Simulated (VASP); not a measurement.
Input of a VASP 6.6.1 run:

INCAR

```
SYSTEM = Pd
ALGO = Normal
EDIFF = 1E-7
ENCUT = 520
GGA = PS
ISIF = 2
ISMEAR = -1
LASPH = .TRUE.
LCHARG = .FALSE.
LREAL = .FALSE.
LWAVE = .FALSE.
NBANDS = 11
NELM = 100
PREC = Accurate
SIGMA = 0.05
```

File KPOINTS:

```
k-points
0
G
  19 19 19
  0 0 0
```

Contents of POSCAR:

```
Pd
1.0
    0.0000000000      1.9382040014      1.9382040014
    1.9382040014      0.0000000000      1.9382040014
    1.9382040014      1.9382040014      0.0000000000
Pd
1
Direct
    0.0000000000      0.0000000000      0.0000000000
```

Potentials or basis: VASP PAW PBE potentials, release 64 (Pd).

The run is started by

```bash
$ cat potpaw_PBE.64/Pd/POTCAR > POTCAR
$ mpirun -np 1 vasp_std > vasp.out
```

(1) What does it give for the pressure?

(2) What does it give for the band gap on the k mesh?

Answers

(1) -0.3 GPa.

(2) zero (band 5 reaches 10.13 eV, above the bottom of band 6 at 8.52 eV).

Caveat: the PAW data sets were made with another functional, which shifts forces and pressure a little.
